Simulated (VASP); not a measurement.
# BN (P4_2/mnm) in VASP: further runs

BN is run at these levels: PBE; tasks: single point.

All numbers are computed with VASP 6.6.1; they aren't measurements. Logs are shortened: lines on timing, memory, paths and dates and some standing lists are left out, and cuts for length are marked.

### 1 The cell of the first run

It takes space group P4_2/mnm (No. 136, tetragonal). The conventional cell has a = 4.290 Å, b = 4.290 Å, c = 2.702 Å, α = 90.00°, β = 90.00°, γ = 90.00°. Within 2.1 Å of B (site symmetry m2m) lie 4 N at 1.55 to 1.59 Å. Within 2.1 Å of N (site symmetry m2m) lie 4 B at 1.55 to 1.59 Å.

### 2 Single point, PBE

Contents of INCAR:

```
SYSTEM = BN
  PREC = Accurate
  ENCUT = 520
  EDIFF = 1E-7
  ISMEAR = 0
  SIGMA = 0.05
  LREAL = .FALSE.
  LASPH = .TRUE.
  NELM = 80
  ALGO = Normal
  ISIF = 2
  LWAVE = .FALSE.
  LCHARG = .FALSE.
  GGA = PE
  NBANDS = 26
```

Contents of KPOINTS:

```
Automatic mesh
0
G
  6 6 10
  0 0 0
```

Contents of POSCAR:

```
BN
1.0
    4.2900000000      0.0000000000      0.0000000000
    0.0000000000      4.2900000000      0.0000000000
    0.0000000000      0.0000000000      2.7021000000
B N
4 4
Direct
    0.1742811368      0.8257188632      0.5000000000
    0.3257188632      0.3257188632      0.0000000000
    0.6742811368      0.6742811368      0.0000000000
    0.8257188632      0.1742811368      0.5000000000
    0.8126115048      0.8126115048      0.5000000000
    0.3126115048      0.6873884952      0.0000000000
    0.6873884952      0.3126115048      0.0000000000
    0.1873884952      0.1873884952      0.5000000000
```

Potentials or basis: VASP PAW PBE potentials, release 64 (B, N).

Command:

```sh
$ cat potpaw_PBE.64/B/POTCAR potpaw_PBE.64/N/POTCAR > POTCAR
$ mpirun -np 1 vasp_std > vasp.out
```

OUTCAR:

```text
SYSTEM = BN
   PREC = Accurate
   ENCUT = 520
   EDIFF = 1E-7
   ISMEAR = 0
   LREAL = .FALSE.
   LASPH = .TRUE.
   NELM = 80
   ISIF = 2
   GGA = PE

 ion  position               nearest neighbor table
   1  0.174  0.826  0.500-   5 1.55   8 1.55   6 1.59   6 1.59   4 2.11
   2  0.326  0.326  0.000-   6 1.55   7 1.55   8 1.59   8 1.59   3 2.11
   3  0.674  0.674  0.000-   6 1.55   7 1.55   5 1.59   5 1.59   2 2.11
   4  0.826  0.174  0.500-   5 1.55   8 1.55   7 1.59   7 1.59   1 2.11
   5  0.813  0.813  0.500-   1 1.55   4 1.55   3 1.59   3 1.59
   6  0.313  0.687  0.000-   2 1.55   3 1.55   1 1.59   1 1.59
   7  0.687  0.313  0.000-   2 1.55   3 1.55   4 1.59   4 1.59
   8  0.187  0.187  0.500-   1 1.55   4 1.55   2 1.59   2 1.59

  LATTYP: Found a simple tetragonal cell.
 ALAT       =     4.2900000000
 C/A-ratio  =     0.6298601399

  Lattice vectors:

 A1 = (   4.2900000000,   0.0000000000,   0.0000000000)
 A2 = (   0.0000000000,   4.2900000000,   0.0000000000)
 A3 = (   0.0000000000,   0.0000000000,   2.7021000000)

Analysis of symmetry for initial positions (statically):
=====================================================================
 Subroutine PRICEL returns:
 Original cell was already a primitive cell.

 Routine SETGRP: Setting up the symmetry group for a
 simple tetragonal supercell.

 Subroutine GETGRP returns: Found 16 space group operations
 (whereof  8 operations were pure point group operations)
 out of a pool of 16 trial point group operations.

The static configuration has the point symmetry D_2h.
 The point group associated with its full space group is D_4h.

Analysis of symmetry for dynamics (positions and initial velocities):
=====================================================================
 Subroutine PRICEL returns:
 Original cell was already a primitive cell.

 Routine SETGRP: Setting up the symmetry group for a
 simple tetragonal supercell.

 Subroutine GETGRP returns: Found 16 space group operations
 (whereof  8 operations were pure point group operations)
 out of a pool of 16 trial point group operations.

The dynamic configuration has the point symmetry D_2h.
 The point group associated with its full space group is D_4h.

 Subroutine INISYM returns: Found 16 space group operations
 (whereof  8 operations are pure point group operations),
 and found     1 'primitive' translations

----------------------------------------------------------------------------------------

                                     Primitive cell

  volume of cell :      49.7297

  direct lattice vectors                    reciprocal lattice vectors
     4.290000000  0.000000000  0.000000000     0.233100233  0.000000000  0.000000000
     0.000000000  4.290000000  0.000000000     0.000000000  0.233100233  0.000000000
     0.000000000  0.000000000  2.702100000     0.000000000  0.000000000  0.370082528

  length of vectors
     4.290000000  4.290000000  2.702100000     0.233100233  0.233100233  0.370082528

  position of ions in fractional coordinates (direct lattice)
     0.174281137  0.825718863  0.500000000
     0.325718863  0.325718863  0.000000000
     0.674281137  0.674281137  0.000000000
     0.825718863  0.174281137  0.500000000
     0.812611505  0.812611505  0.500000000
     0.312611505  0.687388495  0.000000000
     0.687388495  0.312611505  0.000000000
     0.187388495  0.187388495  0.500000000

  ion indices of the primitive-cell ions
   primitive index   ion index
                 1           1
                 2           2
                 3           3
                 4           4
                 5           5
                 6           6
                 7           7
                 8           8

----------------------------------------------------------------------------------------

 KPOINTS: Automatic mesh

Automatic generation of k-mesh.
 Grid dimensions read from file:
 generate k-points for:    6    6   10

 Generating k-lattice:

  Cartesian coordinates                     Fractional coordinates (reciprocal lattice)
     0.038850039  0.000000000  0.000000000     0.166666667  0.000000000  0.000000000
     0.000000000  0.038850039  0.000000000     0.000000000  0.166666667  0.000000000
     0.000000000  0.000000000  0.037008253     0.000000000  0.000000000  0.100000000

  Length of vectors
     0.038850039  0.038850039  0.037008253

  Shift w.r.t. Gamma in fractional coordinates (k-lattice)
     0.000000000  0.000000000  0.000000000

 Subroutine IBZKPT returns following result:
 ===========================================

 Found     60 irreducible k-points:

 Following reciprocal coordinates:
            Coordinates               Weight
  0.000000  0.000000  0.000000      1.000000
  0.166667  0.000000  0.000000      4.000000
  0.333333  0.000000  0.000000      4.000000
  0.500000  0.000000  0.000000      2.000000
  0.166667  0.166667  0.000000      4.000000
  0.333333  0.166667  0.000000      8.000000
[... 16 lines left out ...]
  0.333333  0.000000  0.200000      8.000000
  0.500000  0.000000  0.200000      4.000000
 [... further k-points ...]
   k-points           NKPTS =     60   k-points in BZ     NKDIM =     60   number of bands    NBANDS=     26
   number of dos      NEDOS =    301   number of ions     NIONS =      8
   total plane-waves  NPLWV =  20480
   dimension x,y,z NGX =    32 NGY =   32 NGZ =   20
   dimension x,y,z NGXF=    64 NGYF=   64 NGZF=   40
   ions per type =               4   4
   NGX,Y,Z   is equivalent  to a cutoff of  12.40, 12.40, 12.30 a.u.
   NGXF,Y,Z  is equivalent  to a cutoff of  24.80, 24.80, 24.61 a.u.
 SYSTEM =  BN
   PREC   = accura    normal or accurate (medium, high low for compatibility)
   ISTART =      0    job   : 0-new  1-cont  2-samecut
   ICHARG =      2    charge: 1-file 2-atom 10-const
   ISPIN  =      1    spin polarized calculation?
   LNONCOLLINEAR =      F non collinear calculations
   LSORBIT =      F    spin-orbit coupling
   LASPH  =      T    aspherical Exc in radial PAW
   ENCUT  =  520.0 eV  38.22 Ry    6.18 a.u.   7.98  7.98  5.02*2*pi/ulx,y,z
   NELM   =     80;   NELMIN=  2; NELMDL= -5     # of ELM steps
   EDIFF  = 0.1E-06   stopping-criterion for ELM
   LREAL  =      F    real-space projection
   EDIFFG = 0.1E-05   stopping-criterion for IOM
   NSW    =      0    number of steps for IOM
   IBRION =     -1    ionic relax: 0-MD 1-quasi-New 2-CG
   NFREE  =      0    steps in history (QN), initial steepest desc. (CG)
   ISIF   =      2    stress and relaxation
   ISYM   =      2    0-nonsym 1-usesym 2-fastsym
   POTIM  = 0.5000    time-step for ionic-motion
   TEBEG  =    0.0;   TEEND  =   0.0 temperature during run
   PSTRESS=    0.0 pullay stress
   NELECT =      32.0000    total number of electrons
   NUPDOWN=      -1.0000    fix difference up-down
   EMIN   =  10.00;   EMAX   =-10.00  energy-range for DOS
   EFERMI =   0.00;   METHOD = LEGACY
   ISMEAR =     0;   SIGMA  =   0.05  broadening in eV -4-tet -1-fermi 0-gaus
   EFERMI_NEDOS =   21; number of points for ismear=-14 and -15
   IALGO  =     38    algorithm
   IMIX   =      4    mixing-type and parameters
     AMIX     =   0.40;   BMIX     =  1.00
     AMIX_MAG =   1.60;   BMIX_MAG =  1.00
  volume/ion in A,a.u.               =       6.22        41.95
  Fermi-wavevector in a.u.,A,eV,Ry     =   1.413360  2.670863 27.178818  1.997587
  Thomas-Fermi vector in A             =   2.535014
   LORBIT       =      0    0 simple, 1 ext, 2 COOP (PROOUT), +10 PAW based schemes
   GGA     = PE    functional components
   LHFCALC =     F    Hartree Fock is set to
   AEXX    =    0.0000 exact exchange contribution
   IVDW    =     0    specifies the selected vdW correction
   LEPSILON=     F    determine dielectric tensor
   LRPA    =     F    only Hartree local field effects (RPA)
 non-spin polarized calculation
 Gauss-broadening in eV      SIGMA  =   0.05
  energy-cutoff  :      520.00
  volume of cell :       49.73
 maximum number of plane-waves:      1384
 NGX is ok and might be reduce to    32
   NGX = 15   NGY = 15   NGZ = 11

 number of electron      31.9999991 magnetization

 Free energy of the ion-electron system (eV)
  ---------------------------------------------------
  ext. energy  EPLUGINS =         0.00000000
  ---------------------------------------------------
  free energy    TOTEN  =       -68.33653333 eV

  energy without entropy =      -68.33653333  energy(sigma->0) =      -68.33653333

 E-fermi :   7.2919     XC(G=0): -12.4765

 val. band max:        7.0599040988   @ k =   0.0000   0.0000   0.0000
 cond. band min:      11.7527430612   @ k =   0.0000   0.0000   0.3000
 fundamental gap:      4.6928389624
 Fermi energy:         7.2919350164

 k-point     1 :       0.0000    0.0000    0.0000
  band No.  band energies     occupation
      1     -13.2215      2.00000
      2      -9.0050      2.00000
      3      -8.7228      2.00000
      4      -8.7228      2.00000
      5      -2.2417      2.00000
      6      -2.1170      2.00000
[... 18 lines left out ...]
     25      17.7305      0.00000
     26      18.9468      0.00000

 k-point     2 :       0.1667    0.0000    0.0000
  band No.  band energies     occupation
      1     -13.0691      2.00000
      2      -9.8731      2.00000
      3      -8.6354      2.00000
      4      -8.1855      2.00000
      5      -2.5286      2.00000
      6      -1.6829      2.00000
[... 18 lines left out ...]
     25      18.4862      0.00000
     26      18.6844      0.00000

 k-point     3 :       0.3333    0.0000    0.0000
  band No.  band energies     occupation
      1     -12.6188      2.00000
      2     -10.9417      2.00000
      3      -8.4011      2.00000
      4      -7.9754      2.00000
      5      -2.8613      2.00000
      6      -1.9116      2.00000
[... 572 lines left out ...]
 k-point    23 :       0.3333    0.0000    0.2000
  band No.  band energies     occupation
      1     -12.1008      2.00000
      2     -10.5108      2.00000
      3      -8.0969      2.00000
      4      -7.8317      2.00000
      5      -2.3903      2.00000
      6      -1.6560      2.00000
[... 18 lines left out ...]
     25      18.4473      0.00000
     26      18.6080      0.00000

 k-point    24 :       0.5000    0.0000    0.2000
  band No.  band energies     occupation
      1     -11.4058      2.00000
      2     -11.4058      2.00000
      3      -7.9016      2.00000
      4      -7.9016      2.00000
      5      -2.2393      2.00000
      6      -2.2393      2.00000
[... 18 lines left out ...]
     25      18.4465      0.00000
     26      18.4465      0.00000

 [... further k-points ...]
[... 5 lines left out ...]
  --------------------------------------------------------------------------------------
  -------------------------------------------------------------------------------------
  Total        7.6214401      7.6214401    -13.9584417      0.0000000      0.0000000      0.0000000
  in kB      245.5452972    245.5452972   -449.7089362      0.0000000      0.0000000      0.0000000
  external PRESSURE =      13.7938861 kB  Pullay stress =       0.0000000 kB

 VOLUME and BASIS-vectors are now :
 -----------------------------------------------------------------------------
  energy-cutoff  :      520.00
  volume of cell :       49.73
      direct lattice vectors                 reciprocal lattice vectors
     4.290000000  0.000000000  0.000000000     0.233100233  0.000000000  0.000000000
     0.000000000  4.290000000  0.000000000     0.000000000  0.233100233  0.000000000
     0.000000000  0.000000000  2.702100000     0.000000000  0.000000000  0.370082528

 POSITION                                       TOTAL-FORCE (eV/Angst)
 -----------------------------------------------------------------------------------
      0.74767      3.54233      1.35105         0.197715     -0.197715      0.000000
      1.39733      1.39733      0.00000        -0.197715     -0.197715      0.000000
      2.89267      2.89267      0.00000         0.197715      0.197715      0.000000
      3.54233      0.74767      1.35105        -0.197715      0.197715      0.000000
      3.48610      3.48610      1.35105        -0.683021     -0.683021      0.000000
      1.34110      2.94890      0.00000        -0.683021      0.683021      0.000000
      2.94890      1.34110      0.00000         0.683021     -0.683021      0.000000
      0.80390      0.80390      1.35105         0.683021      0.683021      0.000000
 -----------------------------------------------------------------------------------
    total drift:                               -0.000000     -0.000000     -0.000000

  FREE ENERGIE OF THE ION-ELECTRON SYSTEM (eV)
  ---------------------------------------------------
  free  energy   TOTEN  =       -68.3365333252 eV

  energy  without entropy=      -68.3365333252  energy(sigma->0) =      -68.33653333
```

It took 23 s on 1 thread of Intel Xeon 6975P-C (Granite Rapids), shared host; peak memory 0.18 GiB.

What came out:

```
Free energy            : -68.3365 eV
Pressure               : 1.4 GPa
Largest force          : 0.966 eV/Å
Band gap on the k mesh : 4.69 eV, indirect (least direct gap 4.82 eV)
```

Forces in eV/Å, atoms in the order of the input:
```
B    0.198 -0.198  0.000
B   -0.198 -0.198  0.000
B    0.198  0.198  0.000
B   -0.198  0.198  0.000
N   -0.683 -0.683  0.000
N   -0.683  0.683  0.000
N    0.683 -0.683  0.000
N    0.683  0.683  0.000
```

Levels at points of the mesh, in eV from the valence-band top:
| k point | band 14 | band 15 | band 16 | band 17 | band 18 | band 19 |
| --- | --- | --- | --- | --- | --- | --- |
| (0.00, 0.00, 0.00) | -0.78 | 0.00 | 0.00 | 4.82 | 6.15 | 8.18 |
| (0.50, 0.00, 0.00) | -1.95 | -1.48 | -1.48 | 6.11 | 6.11 | 7.98 |
| (0.50, 0.50, 0.00) | -3.23 | -2.15 | -2.15 | 6.63 | 6.63 | 7.09 |
| (0.00, 0.00, 0.50) | -4.10 | -3.60 | -3.60 | 6.38 | 6.38 | 10.66 |
| (0.50, 0.00, 0.50) | -3.93 | -1.89 | -1.89 | 7.00 | 7.00 | 9.00 |
| (0.50, 0.50, 0.50) | -3.33 | -2.43 | -2.43 | 6.36 | 6.36 | 7.44 |

A k mesh can miss the band edges. A hybrid or GW would open this gap; PBE tends to underestimate it.

(Continued in part 2 of 2.)
